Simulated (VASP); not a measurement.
# Si16Ge (a cell with a defect) in VASP: a series of runs, part 2 of 2

VASP 6.6.1. The steps go on from the part before.

**3. Single point, PBE+D3(BJ)**

The input, INCAR:

```
  PREC = Accurate
  ENCUT = 520
  EDIFF = 1E-7
  ISMEAR = -1
  SIGMA = 0.05
  LREAL = Auto
  LASPH = True
  NELM = 60
  ALGO = Normal
  ISIF = 2
  LWAVE = False
  LCHARG = False
  GGA = PE
  IVDW = 12
  NBANDS = 53
```

The input, KPOINTS:

```
Automatic mesh
0
Gamma
  2 2 2
```

The input, POSCAR:

```
Si16Ge
1.0
    0.0000000000      5.4300000000      5.4300000000
    5.4300000000      0.0000000000      5.4300000000
    5.4300000000      5.4300000000      0.0000000000
Si Ge
16 1
Direct
    0.0253775322     -0.0658563536      0.0160773481
    0.1522467772      0.0604788214      0.1239594843
    0.0371178637     -0.0851657459      0.4937108656
    0.1685267035      0.0119337017      0.6538858195
    0.0953867403      0.4597513812     -0.0294567219
    0.2327716390      0.5678545120      0.0991252302
    0.0740055249      0.4031583794      0.4933977901
    0.1910589319      0.5629373849      0.5953499079
    0.5561694291     -0.0984162063     -0.0352302026
    0.6945488029      0.0106998158      0.0803867403
    0.6083333333     -0.0812799263      0.4566574586
    0.6650828729      0.0731860037      0.5967403315
    0.6130294659      0.3941528545     -0.0369705341
    0.7343093923      0.5265377532      0.1115285451
    0.5711970534      0.4444567219      0.4666850829
    0.6711970534      0.5554511971      0.6075506446
    0.2804327808      0.1750368324      0.2789594843
```

Potentials or basis: VASP PAW PBE potentials, release 64 (Si, Ge_d).

On the command line:

```sh
> cat potpaw_PBE.64/Si/POTCAR potpaw_PBE.64/Ge_d/POTCAR > POTCAR
> mpirun -np 1 vasp_std > vasp.out
```

OUTCAR:

```text
PREC = Accurate
   ENCUT = 520
   EDIFF = 1E-7
   ISMEAR = -1
   LREAL = Auto
   LASPH = True
   NELM = 60
   ISIF = 2
   GGA = PE
   IVDW = 12
 IVDW          = 12

 ion  position               nearest neighbor table
   1  0.025  0.934  0.016-  10 2.14   2 2.27   4 2.29   6 2.37
   2  0.152  0.060  0.124-   1 2.27   3 2.32  17 2.50   9 2.55   5 2.56
   3  0.037  0.915  0.494-   8 2.22   2 2.32  12 2.34   4 2.45  17 2.75
   4  0.169  0.012  0.654-   1 2.29  17 2.36   3 2.45   7 2.47  11 2.79
   5  0.095  0.460  0.971-  14 2.29   6 2.35   8 2.38   2 2.56  17 2.74
   6  0.233  0.568  0.099-   5 2.35   1 2.37  13 2.42   7 2.50  17 2.53
   7  0.074  0.403  0.493-   8 2.39  17 2.41   4 2.47   6 2.50  16 2.53
   8  0.191  0.563  0.595-   3 2.22   5 2.38  15 2.38   7 2.39
   9  0.556  0.902  0.965-  10 2.28  12 2.33  14 2.41   2 2.55
  10  0.695  0.011  0.080-   1 2.14   9 2.28  11 2.41  13 2.44  17 2.66
  11  0.608  0.919  0.457-  12 2.24  16 2.31  10 2.41   4 2.79  17 2.81
  12  0.665  0.073  0.597-  11 2.24   9 2.33  15 2.34   3 2.34
  13  0.613  0.394  0.963-  16 2.27   6 2.42  10 2.44  14 2.52
  14  0.734  0.527  0.112-  15 2.25   5 2.29   9 2.41  13 2.52
  15  0.571  0.444  0.467-  16 2.21  14 2.25  12 2.34   8 2.38
  16  0.671  0.555  0.608-  15 2.21  13 2.27  11 2.31   7 2.53
  17  0.280  0.175  0.279-   4 2.36   7 2.41   2 2.50   6 2.53  10 2.66   5 2.74   3 2.75  11 2.81

  LATTYP: Found a face centered cubic cell.
 ALAT       =    10.8600000000

  Lattice vectors:

 A1 = (   0.0000000000,   5.4300000000,   5.4300000000)
 A2 = (   5.4300000000,   0.0000000000,   5.4300000000)
 A3 = (   5.4300000000,   5.4300000000,   0.0000000000)

Analysis of symmetry for initial positions (statically):
=====================================================================
 Subroutine PRICEL returns:
 Original cell was already a primitive cell.

 Routine SETGRP: Setting up the symmetry group for a
 face centered cubic supercell.

 Subroutine GETGRP returns: Found  1 space group operations
 (whereof  1 operations were pure point group operations)
 out of a pool of 48 trial point group operations.

The static configuration has the point symmetry C_1 .

Analysis of symmetry for dynamics (positions and initial velocities):
=====================================================================
 Subroutine PRICEL returns:
 Original cell was already a primitive cell.

 Routine SETGRP: Setting up the symmetry group for a
 face centered cubic supercell.

 Subroutine GETGRP returns: Found  1 space group operations
 (whereof  1 operations were pure point group operations)
 out of a pool of 48 trial point group operations.

The dynamic configuration has the point symmetry C_1 .

 Subroutine INISYM returns: Found  1 space group operations
 (whereof  1 operations are pure point group operations),
 and found     1 'primitive' translations

----------------------------------------------------------------------------------------

                                     Primitive cell

  volume of cell :     320.2060

  direct lattice vectors                    reciprocal lattice vectors
     0.000000000  5.430000000  5.430000000    -0.092081031  0.092081031  0.092081031
     5.430000000  0.000000000  5.430000000     0.092081031 -0.092081031  0.092081031
[... 78 lines left out ...]
  0.000000  0.500000  0.500000      1.000000
  0.500000  0.000000  0.500000      1.000000
   k-points           NKPTS =      8   k-points in BZ     NKDIM =      8   number of bands    NBANDS=     53
   number of dos      NEDOS =    301   number of ions     NIONS =     17
   total plane-waves  NPLWV = 216000
   dimension x,y,z NGX =    60 NGY =   60 NGZ =   60
   dimension x,y,z NGXF=   120 NGYF=  120 NGZF=  120
   ions per type =              16   1
   NGX,Y,Z   is equivalent  to a cutoff of  12.99, 12.99, 12.99 a.u.
   NGXF,Y,Z  is equivalent  to a cutoff of  25.98, 25.98, 25.98 a.u.
 SYSTEM =  unknown system
   PREC   = accura    normal or accurate (medium, high low for compatibility)
   ISTART =      0    job   : 0-new  1-cont  2-samecut
   ICHARG =      2    charge: 1-file 2-atom 10-const
   ISPIN  =      1    spin polarized calculation?
   LNONCOLLINEAR =      F non collinear calculations
   LSORBIT =      F    spin-orbit coupling
   LASPH  =      T    aspherical Exc in radial PAW
   ENCUT  =  520.0 eV  38.22 Ry    6.18 a.u.  14.28 14.28 14.28*2*pi/ulx,y,z
   NELM   =     60;   NELMIN=  2; NELMDL= -5     # of ELM steps
   EDIFF  = 0.1E-06   stopping-criterion for ELM
   LREAL  =      T    real-space projection
   EDIFFG = 0.1E-05   stopping-criterion for IOM
   NSW    =      0    number of steps for IOM
   IBRION =     -1    ionic relax: 0-MD 1-quasi-New 2-CG
   NFREE  =      0    steps in history (QN), initial steepest desc. (CG)
   ISIF   =      2    stress and relaxation
   ISYM   =      2    0-nonsym 1-usesym 2-fastsym
   POTIM  = 0.5000    time-step for ionic-motion
   TEBEG  =    0.0;   TEEND  =   0.0 temperature during run
   PSTRESS=    0.0 pullay stress
   NELECT =      78.0000    total number of electrons
   NUPDOWN=      -1.0000    fix difference up-down
   EMIN   =  10.00;   EMAX   =-10.00  energy-range for DOS
   EFERMI =   0.00;   METHOD = LEGACY
   ISMEAR =    -1;   SIGMA  =   0.05  broadening in eV -4-tet -1-fermi 0-gaus
   EFERMI_NEDOS =   21; number of points for ismear=-14 and -15
   IALGO  =     38    algorithm
   IMIX   =      4    mixing-type and parameters
     AMIX     =   0.40;   BMIX     =  1.00
     AMIX_MAG =   1.60;   BMIX_MAG =  1.00
  volume/ion in A,a.u.               =      18.84       127.11
  Fermi-wavevector in a.u.,A,eV,Ry     =   1.022421  1.932096 14.222785  1.045345
  Thomas-Fermi vector in A             =   2.156100
   LORBIT       =      0    0 simple, 1 ext, 2 COOP (PROOUT), +10 PAW based schemes
   GGA     = PE    functional components
   LHFCALC =     F    Hartree Fock is set to
   AEXX    =    0.0000 exact exchange contribution
   IVDW    =    12    specifies the selected vdW correction
   LEPSILON=     F    determine dielectric tensor
   LRPA    =     F    only Hartree local field effects (RPA)
 non-spin polarized calculation
  energy-cutoff  :      520.00
  volume of cell :      320.21
 maximum number of plane-waves:      8646
 NGX is ok and might be reduce to    60
   NGX = 29   NGY = 29   NGZ = 29

 number of electron      78.0000001 magnetization

 Free energy of the ion-electron system (eV)
  ---------------------------------------------------
  ext. energy  EPLUGINS =         0.00000000
  ---------------------------------------------------
  free energy    TOTEN  =       -84.76468483 eV

  energy without entropy =      -84.71205114  energy(sigma->0) =      -84.73836799

 E-fermi :   6.8569     XC(G=0):  -9.7921

 val. band max:        6.8227289156   @ k =   0.0000   0.0000   0.0000
 cond. band min:       6.8662616297   @ k =   0.5000   0.5000   0.0000
 fundamental gap:      0.0435327141
 Fermi energy:         6.8568878896

 k-point     1 :       0.0000    0.0000    0.0000
  band No.  band energies     occupation
      1     -18.1394      2.00000
      2     -18.1365      2.00000
      3     -18.1315      2.00000
      4     -18.1225      2.00000
      5     -18.1171      2.00000
      6      -6.3437      2.00000
[... 421 lines left out ...]
     50      10.3552      0.00000
     51      10.4902      0.00000
 [bands above 51 left out]

------------------------ aborting loop because EDIFF is reached ----------------------------------------

 Edisp (eV)   -5.66795

 E8    (eV) :    -2.3546

  FORCE on cell =-STRESS in cart. coord.  units (eV):
  Direction    XX          YY          ZZ          XY          YZ          ZX
  --------------------------------------------------------------------------------------
  -------------------------------------------------------------------------------------
  Total       7.00078     7.60002     4.95896     4.30970    -0.77643    -0.03526
  in kB      35.02900    38.02731    24.81255    21.56395    -3.88493    -0.17641
  external pressure =       32.62 kB  Pullay stress =        0.00 kB

 VOLUME and BASIS-vectors are now :
 -----------------------------------------------------------------------------
  energy-cutoff  :      520.00
  volume of cell :      320.21
      direct lattice vectors                 reciprocal lattice vectors
     0.000000000  5.430000000  5.430000000    -0.092081031  0.092081031  0.092081031
     5.430000000  0.000000000  5.430000000     0.092081031 -0.092081031  0.092081031
     5.430000000  5.430000000  0.000000000     0.092081031  0.092081031 -0.092081031

 POSITION                                       TOTAL-FORCE (eV/Angst)
 -----------------------------------------------------------------------------------
      5.15970      0.22510      5.21020        -1.366346      1.320514      0.938994
      1.00150      1.49980      1.15510        -0.396573      0.156674      1.568904
      7.64840      2.88240      5.16910         1.222487     -0.422789      0.474228
      3.61540      4.46570      0.97990        -0.394365      0.320819      0.387700
      7.76650      5.78800      3.01440        -0.875431     -0.120181     -0.563995
      3.62170      1.80220      4.34740         0.440632      0.129484     -0.020681
[... 9 lines left out ...]
      6.31510      6.94360      6.66070        -0.271635      1.534577      1.854725
      2.46520      3.03750      2.47320        -1.395626      0.345701      0.643231
 -----------------------------------------------------------------------------------
    total drift:                               -0.001093      0.000055     -0.000527

  FREE ENERGIE OF THE ION-ELECTRON SYSTEM (eV)
  ---------------------------------------------------
  free  energy   TOTEN  =       -90.4326352893 eV

  energy  without entropy=      -90.3800015997  energy(sigma->0) =      -90.40631844
```

It took 2 min on 1 thread of Intel Xeon 6975P-C (Granite Rapids), shared host; peak memory 0.49 GiB.

What came out:

```
Free energy                : -90.4326 eV
Pressure                   : 3.3 GPa
Largest force              : 2.423 eV/Å
Band gap on the k mesh     : zero (band 39 reaches 7.03 eV, above the bottom of band 40 at 6.61 eV)
Dispersion energy per atom : -0.333 eV
```

Forces in eV/Å, atoms in the order of the input:
```
Si  -1.366  1.321  0.939
Si  -0.397  0.157  1.569
Si   1.222 -0.423  0.474
Si  -0.394  0.321  0.388
Si  -0.875 -0.120 -0.564
Si   0.441  0.129 -0.021
Si   1.745 -0.678 -0.175
Si  -0.991  0.898 -0.959
Si   0.243 -0.445 -1.162
Si   1.990 -0.996 -0.433
Si  -0.252 -1.273 -1.283
Si   0.218  0.912  0.320
Si   0.960  0.964 -0.292
Si  -0.846 -1.988  0.103
Si  -0.029 -0.658 -1.400
Si  -0.272  1.535  1.855
Ge  -1.396  0.346  0.643
```

Stress tensor (GPa, compression positive):
```
 3.50  2.16 -0.02
 2.16  3.80 -0.39
-0.02 -0.39  2.48
```

Levels at points of the mesh, in eV from the Fermi level:
| k point | band 35 | band 36 | band 37 | band 38 | band 39 | band 40 | band 41 | band 42 | band 43 | band 44 |
| --- | --- | --- | --- | --- | --- | --- | --- | --- | --- | --- |
| (0.00, 0.00, 0.00) | -1.38 | -0.91 | -0.84 | -0.58 | -0.44 | -0.25 | -0.16 | -0.03 | 0.20 | 0.51 |
| (0.50, 0.00, 0.00) | -1.65 | -1.40 | -1.28 | -1.13 | -0.11 | 0.13 | 0.32 | 0.62 | 0.88 | 1.11 |
| (0.00, 0.50, 0.00) | -1.58 | -1.51 | -1.09 | -0.99 | -0.07 | 0.10 | 0.50 | 0.63 | 0.75 | 1.15 |
| (0.00, 0.00, 0.50) | -1.68 | -1.54 | -1.05 | -0.91 | -0.20 | 0.49 | 0.66 | 0.83 | 0.90 | 1.09 |
| (0.50, 0.50, 0.50) | -1.60 | -1.24 | -1.17 | -0.89 | -0.09 | 0.14 | 0.48 | 0.60 | 1.08 | 1.11 |
| (0.50, 0.50, 0.00) | -2.00 | -1.78 | -1.34 | -1.05 | 0.01 | 0.78 | 0.91 | 1.06 | 1.35 | 1.66 |
| (0.00, 0.50, 0.50) | -1.94 | -1.78 | -1.63 | -1.13 | 0.18 | 0.68 | 0.96 | 1.10 | 1.38 | 1.74 |
| (0.50, 0.00, 0.50) | -1.87 | -1.69 | -1.63 | -1.21 | 0.11 | 0.66 | 0.90 | 1.22 | 1.29 | 1.76 |

Caveat: the k points lie up to 0.50 Å⁻¹ apart.

**4. Single point, PBE+D3(BJ)**

The input, INCAR:

```
SYSTEM = Si16Ge
ALGO     = Normal         ! electronic algorithm
EDIFF    = 1E-7           ! SCF threshold, eV
ENCUT    = 520            ! plane-wave cutoff, eV
GGA      = PE             ! functional
ISIF     = 2              ! what is computed and relaxed
ISMEAR   = -1             ! smearing method
IVDW     = 12             ! dispersion correction
LASPH    = .TRUE.         ! aspherical terms in the spheres
LCHARG   = .TRUE.         ! write CHGCAR
LELF     = .TRUE.         ! ELF
LREAL    = Auto         
LVHAR    = .TRUE.       
LWAVE    = .FALSE.        ! write WAVECAR
NBANDS   = 53             ! bands
NELM     = 60             ! most SCF steps
PREC     = Accurate       ! precision mode
SIGMA    = 0.05           ! smearing width, eV
```

The input, KPOINTS:

```
k-points
0
G
  2 2 2
  0 0 0
```

The input, POSCAR:

```
Si16Ge
1.0
    0.0000000000      5.4300000000      5.4300000000
    5.4300000000      0.0000000000      5.4300000000
    5.4300000000      5.4300000000      0.0000000000
Si Ge
16 1
Direct
    0.0566022099     -0.0628268877     -0.0038029466
    0.1677716390      0.0460773481      0.1331491713
    0.0530386740     -0.1334622468      0.5169613260
    0.1798526703      0.0215837937      0.6219521179
    0.0654235727      0.4136740331     -0.0370073665
    0.1412891344      0.5871270718      0.1159484346
    0.0179834254      0.3927163904      0.5401565378
    0.1868692449      0.5112338858      0.6116574586
    0.5352486188     -0.1015285451      0.0085819521
    0.6854235727      0.0748895028      0.0784806630
    0.5533701657     -0.0737200737      0.5116942910
    0.6906813996      0.0400000000      0.6318784530
    0.5453775322      0.4453038674     -0.0158563536
    0.6854419890      0.5362891344      0.1204327808
    0.5627532228      0.4052762431      0.4783333333
    0.6677716390      0.5568139963      0.6118784530
    0.2898895028      0.2031860037      0.2665930018
```

Potentials or basis: VASP PAW PBE potentials, release 64 (Si, Ge_d).

On the command line:

```sh
> cat potpaw_PBE.64/Si/POTCAR potpaw_PBE.64/Ge_d/POTCAR > POTCAR
> mpirun -np 1 vasp_std > vasp.out
```

OUTCAR:

```text
SYSTEM = Si16Ge
   EDIFF = 1E-7
   ENCUT = 520
   GGA = PE
   ISIF = 2
   ISMEAR = -1
   IVDW = 12
   LASPH = .TRUE.
   LREAL = Auto
   NELM = 60
   PREC = Accurate
 IVDW          = 12

 ion  position               nearest neighbor table
   1  0.057  0.937  0.996-   6 2.21   2 2.24  10 2.34   4 2.37
   2  0.168  0.046  0.133-   1 2.24   9 2.31   5 2.33   3 2.43  17 2.59
   3  0.053  0.867  0.517-   8 2.23  12 2.30   2 2.43   4 2.43
   4  0.180  0.022  0.622-  17 2.27   7 2.35  11 2.36   1 2.37   3 2.43
   5  0.065  0.414  0.963-   8 2.21   2 2.33  14 2.39   6 2.55  17 2.91
   6  0.141  0.587  0.116-   1 2.21  17 2.42  13 2.53   5 2.55   7 2.68
   7  0.018  0.393  0.540-  16 2.22   8 2.28   4 2.35  17 2.55   6 2.68
   8  0.187  0.511  0.612-   5 2.21   3 2.23   7 2.28  15 2.36
   9  0.535  0.898  0.009-  14 2.28   2 2.31  12 2.38  10 2.52
  10  0.685  0.075  0.078-  13 2.33   1 2.34  17 2.52   9 2.52  11 2.72
  11  0.553  0.926  0.512-  16 2.33  12 2.33   4 2.36  10 2.72  17 2.77
  12  0.691  0.040  0.632-   3 2.30  15 2.31  11 2.33   9 2.38
  13  0.545  0.445  0.984-  14 2.31  10 2.33  16 2.34   6 2.53  17 2.71
  14  0.685  0.536  0.120-  15 2.25   9 2.28  13 2.31   5 2.39
[... 209 lines left out ...]
      1     -18.1589      2.00000
      2     -18.1465      2.00000
      3     -18.1421      2.00000
      4     -18.1254      2.00000
      5     -18.1198      2.00000
      6      -6.3737      2.00000
[... 421 lines left out ...]
     50      10.3498      0.00000
     51      10.3890      0.00000
 [bands above 51 left out]

------------------------ aborting loop because EDIFF is reached ----------------------------------------

 Edisp (eV)   -5.66702

 E8    (eV) :    -2.3549

  FORCE on cell =-STRESS in cart. coord.  units (eV):
  Direction    XX          YY          ZZ          XY          YZ          ZX
  --------------------------------------------------------------------------------------
  -------------------------------------------------------------------------------------
  Total       8.10632     8.98849     7.05784    -3.57313    -4.80477     0.94448
  in kB      40.56064    44.97464    35.31450   -17.87843   -24.04104     4.72580
  external pressure =       40.28 kB  Pullay stress =        0.00 kB

 VOLUME and BASIS-vectors are now :
 -----------------------------------------------------------------------------
  energy-cutoff  :      520.00
  volume of cell :      320.21
      direct lattice vectors                 reciprocal lattice vectors
     0.000000000  5.430000000  5.430000000    -0.092081031  0.092081031  0.092081031
     5.430000000  0.000000000  5.430000000     0.092081031 -0.092081031  0.092081031
     5.430000000  5.430000000  0.000000000     0.092081031  0.092081031 -0.092081031

 POSITION                                       TOTAL-FORCE (eV/Angst)
 -----------------------------------------------------------------------------------
     10.49820      5.71670      5.39620         0.091068     -1.453195      0.063610
      0.97320      1.63400      1.16120         0.407223      0.729626     -0.201992
      7.51240      3.09510      4.99330         0.802420     -0.731220      1.430628
      3.49440      4.35380      1.09380         0.676935      1.416704     -1.834634
      7.47530      5.58430      2.60150         2.182071      0.735916     -0.551706
      3.81770      1.39680      3.95530        -1.464763      0.951986     -1.038595
[... 9 lines left out ...]
      6.34600      6.94850      6.64950         0.451144     -0.979286     -0.853615
      2.55090      3.02170      2.67740        -1.252424     -0.755550      1.049684
 -----------------------------------------------------------------------------------
    total drift:                                0.001851     -0.004990     -0.002445

  FREE ENERGIE OF THE ION-ELECTRON SYSTEM (eV)
  ---------------------------------------------------
  free  energy   TOTEN  =       -90.8064596119 eV

  energy  without entropy=      -90.7564409589  energy(sigma->0) =      -90.78145029
```

Wall time 2.1 min (1 thread of Intel Xeon 6975P-C (Granite Rapids), shared host); peak memory 0.49 GiB.

What came out:

```
Free energy                : -90.8065 eV
Pressure                   : 4.0 GPa
Largest force              : 2.415 eV/Å
Band gap on the k mesh     : zero (band 39 reaches 6.95 eV, above the bottom of band 40 at 6.74 eV)
Dispersion energy per atom : -0.333 eV
```

Forces on the atoms (eV/Å):
```
Si   0.091 -1.453  0.064
Si   0.407  0.730 -0.202
Si   0.802 -0.731  1.431
Si   0.677  1.417 -1.835
Si   2.182  0.736 -0.552
Si  -1.465  0.952 -1.039
Si  -0.388 -0.215  0.915
Si  -1.058 -0.024  0.422
Si   0.370  0.139  1.793
Si  -0.008  0.748 -1.417
Si  -1.107 -0.547  0.753
Si  -0.042  0.105 -1.100
Si   0.296 -0.714 -0.141
Si  -1.227 -0.288  0.700
Si   1.272  0.881  0.011
Si   0.451 -0.979 -0.854
Ge  -1.252 -0.756  1.050
```

Stress tensor (GPa, compression positive):
```
 4.06 -1.79  0.47
-1.79  4.50 -2.40
 0.47 -2.40  3.53
```

Levels at points of the mesh, in eV from the Fermi level:
| k point | band 36 | band 37 | band 38 | band 39 | band 40 | band 41 | band 42 | band 43 |
| --- | --- | --- | --- | --- | --- | --- | --- | --- |
| (0.00, 0.00, 0.00) | -1.05 | -0.71 | -0.59 | -0.38 | -0.15 | -0.02 | 0.05 | 0.13 |
| (0.50, 0.00, 0.00) | -1.44 | -1.22 | -1.06 | -0.14 | 0.23 | 0.43 | 0.82 | 0.96 |
| (0.00, 0.50, 0.00) | -1.45 | -1.35 | -0.88 | -0.14 | 0.43 | 0.76 | 0.93 | 1.03 |
| (0.00, 0.00, 0.50) | -1.43 | -1.37 | -1.03 | -0.50 | 0.28 | 0.41 | 0.68 | 0.84 |
| (0.50, 0.50, 0.50) | -1.52 | -1.50 | -0.79 | -0.30 | 0.32 | 0.60 | 0.67 | 0.73 |
| (0.50, 0.50, 0.00) | -2.02 | -1.41 | -1.11 | -0.04 | 0.65 | 0.94 | 1.10 | 1.41 |
| (0.00, 0.50, 0.50) | -1.83 | -1.62 | -1.16 | 0.05 | 0.73 | 0.92 | 0.98 | 1.27 |
| (0.50, 0.00, 0.50) | -1.92 | -1.67 | -1.22 | 0.07 | 0.71 | 0.91 | 1.01 | 1.31 |

Caveat: the k points lie up to 0.50 Å⁻¹ apart.
